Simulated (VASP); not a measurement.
# CaSe (F-43m) in VASP: notebook

The runs below take CaSe through single point, with PBEsol.

Everything below comes from runs of VASP 6.6.1. Logs are shortened: lines on timing, memory, paths and dates and some standing lists are left out, and cuts for length are marked.

## (1) The cell of the first run

The structure is cubic, space group F-43m (No. 216). Conventional cell: a = 6.772 Å, b = 6.772 Å, c = 6.772 Å, α = 90.00°, β = 90.00°, γ = 90.00°. Within 3.9 Å of Ca (site symmetry -43m) lie 4 Se at 2.93 Å. Se (site symmetry -43m) has 4 Ca at 2.93 Å within 3.9 Å.

## (2) Single point, PBEsol

INCAR reads:

```
SYSTEM = CaSe
  ALGO = Normal
  EDIFF = 1E-6
  ENCUT = 500
  GGA = PS
  GGA_COMPAT = .FALSE.
  ISIF = 2
  ISMEAR = 0
  LASPH = .TRUE.
  LCHARG = .FALSE.
  LREAL = .FALSE.
  LWAVE = .FALSE.
  NBANDS = 15
  NELM = 120
  PREC = Accurate
  SIGMA = 0.01
```

KPOINTS reads:

```
k-points
0
G
  5 5 5
  0 0 0
```

POSCAR reads:

```
CaSe
1.0
    0.0000000000      3.3857523744      3.3857523744
    3.3857523744      0.0000000000      3.3857523744
    3.3857523744      3.3857523744      0.0000000000
Ca Se
1 1
Direct
    0.0000000000      0.0000000000      0.0000000000
    0.7500000000      0.7500000000      0.7500000000
```

Potentials or basis: VASP PAW PBE potentials, release 64 (Ca_sv, Se).

Started as:

```bash
cat potpaw_PBE.64/Ca_sv/POTCAR potpaw_PBE.64/Se/POTCAR > POTCAR
mpirun -np 1 vasp_std > vasp.out
```

OUTCAR:

```text
SYSTEM = CaSe
   EDIFF = 1E-6
   ENCUT = 500
   GGA = PS
   ISIF = 2
   ISMEAR = 0
   LASPH = .TRUE.
   LREAL = .FALSE.
   NELM = 120
   PREC = Accurate

 ion  position               nearest neighbor table
   1  0.000  0.000  0.000-   2 2.93   2 2.93   2 2.93   2 2.93
   2  0.750  0.750  0.750-   1 2.93   1 2.93   1 2.93   1 2.93

  LATTYP: Found a face centered cubic cell.
 ALAT       =     6.7715047488

  Lattice vectors:

 A1 = (   0.0000000000,   3.3857523744,   3.3857523744)
 A2 = (   3.3857523744,   0.0000000000,   3.3857523744)
 A3 = (   3.3857523744,   3.3857523744,   0.0000000000)

Analysis of symmetry for initial positions (statically):
=====================================================================
 Subroutine PRICEL returns:
 Original cell was already a primitive cell.

 Routine SETGRP: Setting up the symmetry group for a
 face centered cubic supercell.

 Subroutine GETGRP returns: Found 24 space group operations
 (whereof 24 operations were pure point group operations)
 out of a pool of 48 trial point group operations.

The static configuration has the point symmetry T_d .

Analysis of symmetry for dynamics (positions and initial velocities):
=====================================================================
 Subroutine PRICEL returns:
 Original cell was already a primitive cell.

 Routine SETGRP: Setting up the symmetry group for a
 face centered cubic supercell.

 Subroutine GETGRP returns: Found 24 space group operations
 (whereof 24 operations were pure point group operations)
 out of a pool of 48 trial point group operations.

The dynamic configuration has the point symmetry T_d .

 Subroutine INISYM returns: Found 24 space group operations
 (whereof 24 operations are pure point group operations),
 and found     1 'primitive' translations

----------------------------------------------------------------------------------------

                                     Primitive cell

  volume of cell :      77.6239

  direct lattice vectors                    reciprocal lattice vectors
     0.000000000  3.385752374  3.385752374    -0.147677664  0.147677664  0.147677664
     3.385752374  0.000000000  3.385752374     0.147677664 -0.147677664  0.147677664
     3.385752374  3.385752374  0.000000000     0.147677664  0.147677664 -0.147677664

  length of vectors
     4.788176927  4.788176927  4.788176927     0.255785216  0.255785216  0.255785216

  position of ions in fractional coordinates (direct lattice)
     0.000000000  0.000000000  0.000000000
     0.750000000  0.750000000  0.750000000

  ion indices of the primitive-cell ions
   primitive index   ion index
                 1           1
                 2           2

----------------------------------------------------------------------------------------

 KPOINTS: k-points

Automatic generation of k-mesh.
 Grid dimensions read from file:
 generate k-points for:    5    5    5

 Generating k-lattice:

  Cartesian coordinates                     Fractional coordinates (reciprocal lattice)
    -0.029535533  0.029535533  0.029535533     0.200000000  0.000000000  0.000000000
     0.029535533 -0.029535533  0.029535533     0.000000000  0.200000000  0.000000000
     0.029535533  0.029535533 -0.029535533     0.000000000  0.000000000  0.200000000

  Length of vectors
     0.051157043  0.051157043  0.051157043

  Shift w.r.t. Gamma in fractional coordinates (k-lattice)
     0.000000000  0.000000000  0.000000000

 Subroutine IBZKPT returns following result:
 ===========================================

 Found     10 irreducible k-points:

 Following reciprocal coordinates:
            Coordinates               Weight
  0.000000  0.000000  0.000000      1.000000
  0.200000  0.000000  0.000000      8.000000
  0.400000  0.000000  0.000000      8.000000
  0.200000  0.200000  0.000000      6.000000
  0.400000  0.200000  0.000000     24.000000
 -0.400000  0.200000  0.000000     24.000000
 -0.200000  0.200000  0.000000     12.000000
  0.400000  0.400000  0.000000      6.000000
 -0.400000  0.400000  0.000000     12.000000
 -0.400000  0.400000  0.200000     24.000000
   k-points           NKPTS =     10   k-points in BZ     NKDIM =     10   number of bands    NBANDS=     15
   number of dos      NEDOS =    301   number of ions     NIONS =      2
   total plane-waves  NPLWV =  46656
   dimension x,y,z NGX =    36 NGY =   36 NGZ =   36
   dimension x,y,z NGXF=    72 NGYF=   72 NGZF=   72
   ions per type =               1   1
   NGX,Y,Z   is equivalent  to a cutoff of  12.50, 12.50, 12.50 a.u.
   NGXF,Y,Z  is equivalent  to a cutoff of  25.00, 25.00, 25.00 a.u.
 SYSTEM =  CaSe
   PREC   = accura    normal or accurate (medium, high low for compatibility)
   ISTART =      0    job   : 0-new  1-cont  2-samecut
   ICHARG =      2    charge: 1-file 2-atom 10-const
   ISPIN  =      1    spin polarized calculation?
   LNONCOLLINEAR =      F non collinear calculations
   LSORBIT =      F    spin-orbit coupling
   LASPH  =      T    aspherical Exc in radial PAW
   ENCUT  =  500.0 eV  36.75 Ry    6.06 a.u.   8.73  8.73  8.73*2*pi/ulx,y,z
   NELM   =    120;   NELMIN=  2; NELMDL= -5     # of ELM steps
   EDIFF  = 0.1E-05   stopping-criterion for ELM
   LREAL  =      F    real-space projection
   EDIFFG = 0.1E-04   stopping-criterion for IOM
   NSW    =      0    number of steps for IOM
   IBRION =     -1    ionic relax: 0-MD 1-quasi-New 2-CG
   NFREE  =      0    steps in history (QN), initial steepest desc. (CG)
   ISIF   =      2    stress and relaxation
   ISYM   =      2    0-nonsym 1-usesym 2-fastsym
   POTIM  = 0.5000    time-step for ionic-motion
   TEBEG  =    0.0;   TEEND  =   0.0 temperature during run
   PSTRESS=    0.0 pullay stress
   NELECT =      16.0000    total number of electrons
   NUPDOWN=      -1.0000    fix difference up-down
   EMIN   =  10.00;   EMAX   =-10.00  energy-range for DOS
   EFERMI =   0.00;   METHOD = LEGACY
   ISMEAR =     0;   SIGMA  =   0.01  broadening in eV -4-tet -1-fermi 0-gaus
   EFERMI_NEDOS =   21; number of points for ismear=-14 and -15
   IALGO  =     38    algorithm
   IMIX   =      4    mixing-type and parameters
     AMIX     =   0.40;   BMIX     =  1.00
     AMIX_MAG =   1.60;   BMIX_MAG =  1.00
  volume/ion in A,a.u.               =      38.81       261.92
  Fermi-wavevector in a.u.,A,eV,Ry     =   0.967052  1.827462 12.724015  0.935189
  Thomas-Fermi vector in A             =   2.096905
   LORBIT       =      0    0 simple, 1 ext, 2 COOP (PROOUT), +10 PAW based schemes
   GGA     = PS    functional components
   LHFCALC =     F    Hartree Fock is set to
   AEXX    =    0.0000 exact exchange contribution
   IVDW    =     0    specifies the selected vdW correction
   LEPSILON=     F    determine dielectric tensor
   LRPA    =     F    only Hartree local field effects (RPA)
 non-spin polarized calculation
 Gauss-broadening in eV      SIGMA  =   0.01
  energy-cutoff  :      500.00
  volume of cell :       77.62
 maximum number of plane-waves:      1989
   NGX = 17   NGY = 17   NGZ = 17

 number of electron      16.0000000 magnetization

 Free energy of the ion-electron system (eV)
  ---------------------------------------------------
  ext. energy  EPLUGINS =         0.00000000
  ---------------------------------------------------
  free energy    TOTEN  =        -9.33201041 eV

  energy without entropy =       -9.33201041  energy(sigma->0) =       -9.33201041

 E-fermi :  -0.6600     XC(G=0):  -7.4450

 val. band max:       -0.7582640730   @ k =  -0.2000   0.2000   0.0000
 cond. band min:       2.0229646584   @ k =   0.0000   0.0000   0.0000
 fundamental gap:      2.7812287314
 Fermi energy:        -0.6599714073

 k-point     1 :       0.0000    0.0000    0.0000
  band No.  band energies     occupation
      1     -40.0282      2.00000
      2     -21.1007      2.00000
      3     -21.1007      2.00000
      4     -21.1007      2.00000
      5     -10.9992      2.00000
      6      -0.8209      2.00000
      7      -0.8209      2.00000
      8      -0.8209      2.00000
      9       2.0230      0.00000
     10       4.3684      0.00000
     11       4.3684      0.00000
     12       6.1289      0.00000
     13       6.1289      0.00000
     14       6.1289      0.00000
     15       7.7730      0.00000

 k-point     2 :       0.2000    0.0000    0.0000
  band No.  band energies     occupation
      1     -40.0279      2.00000
      2     -21.1104      2.00000
      3     -21.1019      2.00000
      4     -21.1019      2.00000
      5     -10.9314      2.00000
      6      -1.3288      2.00000
      7      -0.7989      2.00000
      8      -0.7989      2.00000
      9       2.9954      0.00000
     10       4.2481      0.00000
     11       4.2481      0.00000
     12       5.5356      0.00000
     13       6.0377      0.00000
     14       6.0377      0.00000
     15       6.9969      0.00000

 k-point     3 :       0.4000    0.0000    0.0000
  band No.  band energies     occupation
      1     -40.0273      2.00000
      2     -21.1260      2.00000
      3     -21.1039      2.00000
      4     -21.1039      2.00000
      5     -10.8202      2.00000
      6      -1.8321      2.00000
      7      -0.7708      2.00000
      8      -0.7708      2.00000
      9       3.9856      0.00000
     10       4.3628      0.00000
     11       4.3628      0.00000
     12       4.6916      0.00000
     13       5.4234      0.00000
     14       5.4234      0.00000
     15       7.1185      0.00000

 k-point     4 :       0.2000    0.2000    0.0000
  band No.  band energies     occupation
      1     -40.0278      2.00000
      2     -21.1110      2.00000
      3     -21.1036      2.00000
      4     -21.1036      2.00000
      5     -10.9090      2.00000
      6      -1.3867      2.00000
      7      -0.8255      2.00000
      8      -0.8255      2.00000
      9       3.2392      0.00000
     10       3.8511      0.00000
     11       4.5688      0.00000
     12       5.7062      0.00000
     13       5.7428      0.00000
     14       5.7428      0.00000
     15       7.2138      0.00000

 k-point     5 :       0.4000    0.2000    0.0000
  band No.  band energies     occupation
      1     -40.0273      2.00000
      2     -21.1227      2.00000
      3     -21.1068      2.00000
      4     -21.1057      2.00000
      5     -10.8127      2.00000
      6      -1.7001      2.00000
      7      -0.9182      2.00000
      8      -0.8051      2.00000
      9       3.4074      0.00000
     10       4.2130      0.00000
     11       4.6772      0.00000
     12       5.1311      0.00000
     13       5.3205      0.00000
     14       5.7471      0.00000
     15       7.3234      0.00000

 k-point     6 :      -0.4000    0.2000    0.0000
  band No.  band energies     occupation
      1     -40.0271      2.00000
      2     -21.1266      2.00000
      3     -21.1099      2.00000
      4     -21.1053      2.00000
      5     -10.7755      2.00000
      6      -1.7114      2.00000
      7      -1.1018      2.00000
      8      -0.7669      2.00000
      9       3.5147      0.00000
     10       4.2512      0.00000
     11       4.3155      0.00000
     12       5.3377      0.00000
     13       5.4928      0.00000
     14       5.5935      0.00000
     15       7.4974      0.00000

 k-point     7 :      -0.2000    0.2000    0.0000
  band No.  band energies     occupation
      1     -40.0275      2.00000
      2     -21.1187      2.00000
      3     -21.1072      2.00000
      4     -21.1030      2.00000
      5     -10.8493      2.00000
      6      -1.5794      2.00000
      7      -0.9793      2.00000
      8      -0.7583      2.00000
      9       3.8587      0.00000
     10       4.0156      0.00000
     11       4.3762      0.00000
     12       4.9396      0.00000
     13       5.5969      0.00000
     14       6.0070      0.00000
     15       7.1819      0.00000

 k-point     8 :       0.4000    0.4000    0.0000
  band No.  band energies     occupation
      1     -40.0270      2.00000
      2     -21.1275      2.00000
      3     -21.1084      2.00000
      4     -21.1084      2.00000
      5     -10.7624      2.00000
      6      -1.8489      2.00000
      7      -0.8195      2.00000
      8      -0.8195      2.00000
      9       2.7968      0.00000
     10       4.1566      0.00000
     11       4.9422      0.00000
     12       5.1130      0.00000
     13       5.1130      0.00000
     14       5.9784      0.00000
     15       7.7002      0.00000

 k-point     9 :      -0.4000    0.4000    0.0000
  band No.  band energies     occupation
      1     -40.0269      2.00000
      2     -21.1281      2.00000
      3     -21.1120      2.00000
      4     -21.1081      2.00000
      5     -10.7397      2.00000
      6      -1.7332      2.00000
      7      -1.0981      2.00000
      8      -0.7983      2.00000
      9       2.8419      0.00000
     10       4.0161      0.00000
     11       4.6419      0.00000
     12       5.2827      0.00000
     13       5.3064      0.00000
     14       6.7250      0.00000
     15       7.5065      0.00000

 k-point    10 :      -0.4000    0.4000    0.2000
  band No.  band energies     occupation
      1     -40.0270      2.00000
      2     -21.1259      2.00000
      3     -21.1121      2.00000
      4     -21.1078      2.00000
      5     -10.7536      2.00000
      6      -1.6058      2.00000
      7      -1.2075      2.00000
      8      -0.8341      2.00000
      9       3.0548      0.00000
     10       4.0078      0.00000
     11       4.7174      0.00000
     12       5.2425      0.00000
     13       5.5610      0.00000
     14       6.3828      0.00000
     15       7.5915      0.00000

------------------------ aborting loop because EDIFF is reached ----------------------------------------

  FORCE on cell =-STRESS in cart. coord.  units (eV):
  Direction    XX          YY          ZZ          XY          YZ          ZX
  --------------------------------------------------------------------------------------
  -------------------------------------------------------------------------------------
  Total       -1.5734125     -1.5734125     -1.5734125      0.0000000      0.0000000      0.0000000
  in kB      -32.4756315    -32.4756315    -32.4756315      0.0000000      0.0000000      0.0000000
  external PRESSURE =     -32.4756315 kB  Pullay stress =       0.0000000 kB

 VOLUME and BASIS-vectors are now :
 -----------------------------------------------------------------------------
  energy-cutoff  :      500.00
  volume of cell :       77.62
      direct lattice vectors                 reciprocal lattice vectors
     0.000000000  3.385752374  3.385752374    -0.147677664  0.147677664  0.147677664
     3.385752374  0.000000000  3.385752374     0.147677664 -0.147677664  0.147677664
     3.385752374  3.385752374  0.000000000     0.147677664  0.147677664 -0.147677664

 POSITION                                       TOTAL-FORCE (eV/Angst)
 -----------------------------------------------------------------------------------
      0.00000      0.00000      0.00000        -0.000000      0.000000      0.000000
      5.07863      5.07863      5.07863         0.000000     -0.000000     -0.000000
 -----------------------------------------------------------------------------------
    total drift:                               -0.000000     -0.000000     -0.000000

  FREE ENERGIE OF THE ION-ELECTRON SYSTEM (eV)
  ---------------------------------------------------
  free  energy   TOTEN  =        -9.3320104065 eV

  energy  without entropy=       -9.3320104065  energy(sigma->0) =       -9.33201041
```

Run time: 14 s. Hardware: 1 thread of AMD EPYC 7R13 (Zen 3), shared host; peak memory 0.17 GiB.

What came out:

```
Free energy            : -9.3320 eV
Pressure               : -3.2 GPa
Band gap on the k mesh : 2.78 eV (least direct gap 2.84 eV)
```

Caveat: the cell stands under tension; the PAW data sets were made with another functional, which shifts forces and pressure a little; an odd mesh through Γ misses points on the zone boundary, where band edges can lie.

## (3) Single point, PBEsol

This run uses another cell than the first one, of 40.25 Å³/atom.

INCAR reads:

```
SYSTEM = CaSe
PREC     = Accurate       ! precision mode
ENCUT    = 500            ! plane-wave cutoff, eV
EDIFF    = 1E-6           ! SCF threshold, eV
ISMEAR   = 0              ! smearing method
SIGMA    = 0.01           ! smearing width, eV
LREAL    = .FALSE.        ! projectors in reciprocal space
LASPH    = .TRUE.         ! aspherical terms in the spheres
NELM     = 120            ! most SCF steps
ALGO     = Normal         ! electronic algorithm
ISIF     = 2              ! what is computed and relaxed
LWAVE    = .FALSE.        ! write WAVECAR
LCHARG   = .FALSE.        ! write CHGCAR
GGA      = PS             ! functional
NBANDS   = 15             ! bands
GGA_COMPAT= .FALSE.
```

KPOINTS reads:

```
regular mesh
0
G
  5 5 5
  0 0 0
```

POSCAR reads:

```
CaSe
1.0
    0.0000000000      3.4270461072      3.4270461072
    3.4270461072      0.0000000000      3.4270461072
    3.4270461072      3.4270461072      0.0000000000
Ca Se
1 1
Direct
    0.0000000000      0.0000000000      0.0000000000
    0.7500000000      0.7500000000      0.7500000000
```

Potentials or basis: VASP PAW PBE potentials, release 64 (Ca_sv, Se).

Started as:

```bash
cat potpaw_PBE.64/Ca_sv/POTCAR potpaw_PBE.64/Se/POTCAR > POTCAR
mpirun -np 1 vasp_std > vasp.out
```

It took 14 s on 1 thread of AMD EPYC 7R13 (Zen 3), shared host; peak memory 0.17 GiB.

Results (log left out):

- Free energy: -9.2677 eV
- Pressure: -3.9 GPa
- Band gap on the k mesh: 2.68 eV (least direct gap 2.73 eV)

Levels at points of the mesh, in eV from the valence-band top:
```tsv
k point	band 6	band 7	band 8	band 9	band 10	band 11
(0.00, 0.00, 0.00)	-0.06	-0.06	-0.06	2.68	5.03	5.03
```

Caveat: the cell stands under tension; the PAW data sets were made with another functional, which shifts forces and pressure a little; an odd mesh through Γ misses points on the zone boundary, where band edges can lie.
